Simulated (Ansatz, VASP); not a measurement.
## Two plane-wave programs on Ta2Si

INCAR

```
SYSTEM = Ta2Si
ALGO     = Normal         ! electronic algorithm
EDIFF    = 1E-7           ! SCF threshold, eV
ENCUT    = 520            ! plane-wave cutoff, eV
GGA      = PS             ! functional
ISIF     = 2              ! what is computed and relaxed
ISMEAR   = 0              ! smearing method
LASPH    = .TRUE.         ! aspherical terms in the spheres
LCHARG   = .FALSE.        ! write CHGCAR
LREAL    = .FALSE.        ! projectors in reciprocal space
LWAVE    = .FALSE.        ! write WAVECAR
NBANDS   = 35             ! bands
NELM     = 60             ! most SCF steps
PREC     = Accurate       ! precision mode
SIGMA    = 0.4            ! smearing width, eV
```

File KPOINTS:

```
k-points
0
G
  5 5 5
  0 0 0
```

Contents of POSCAR:

```
Ta2Si
1.0
   -3.0877629443      3.0877629443      2.5236412193
    3.0877629443     -3.0877629443      2.5236412193
    3.0877629443      3.0877629443     -2.5236412193
Ta Si
4 2
Direct
    0.6635932100      0.8364067900      0.5000000000
    0.8364067900      0.3364067900      0.1728135800
    0.3364067900      0.1635932100      0.5000000000
    0.1635932100      0.6635932100      0.8271864200
    0.2500000000      0.2500000000      0.0000000000
    0.7500000000      0.7500000000      0.0000000000
```

Input for Ansatz:

```yaml
crystal:
  lattice:
    - [-3.0877629443, 3.0877629443, 2.5236412193]
    - [3.0877629443, -3.0877629443, 2.5236412193]
    - [3.0877629443, 3.0877629443, -2.5236412193]
  atoms:
    - { symbol: Ta, position: [0.66359321, 0.83640679, 0.5] }
    - { symbol: Ta, position: [0.83640679, 0.33640679, 0.17281358] }
    - { symbol: Ta, position: [0.33640679, 0.16359321, 0.5] }
    - { symbol: Ta, position: [0.16359321, 0.66359321, 0.82718642] }
    - { symbol: Si, position: [0.25, 0.25, 0.0] }
    - { symbol: Si, position: [0.75, 0.75, 0.0] }
basis:
  ecutwfc: 420
kpoints:
  mp_grid: { grid: [5, 5, 5] }
hamiltonian:
  xc: pbesol
scf:
  occupations: { method: gaussian, width: 0.4 }
output:
  forces: true
  stress: true
  eigenvalues: true
```

Alike in both runs: task single point; functional PBEsol; k mesh 5 × 5 × 5; occupations gaussian, width 0.4 eV; no spin polarisation.

```csv
,VASP,Ansatz
version,VASP 6.6.1,Ansatz 0.2.0
potentials or method,"VASP PAW PBE potentials, release 64 (Ta_pv, Si), cutoff 520 eV","scalar-relativistic, plane waves, PAW"
valence electrons in the cell,52,60
```

```csv
,VASP,Ansatz,Ansatz less VASP
gap on the k mesh at the Fermi level (eV),none,none,-
pressure (GPa),-2.7,-2.9,-0.25
"traceless stress, the component that is largest in VASP (GPa)",0.98,1.01,+0.029
rms of the force components (eV/Å),0.067,0.064,-0.0031
```

VASP's potentials were made for PBE, not for PBEsol. Atom by atom the forces differ by 0.003 eV/Å (rms over components). A gap of «none» marks a metal or a gap that the smearing closes. The functional is the same, so the differences come from potentials, cutoffs and numerics. VASP's potentials hold 52 valence electrons a cell and Ansatz's 60, so a difference there can come from the potentials and not from the codes.

Spin-orbit coupling is off throughout.
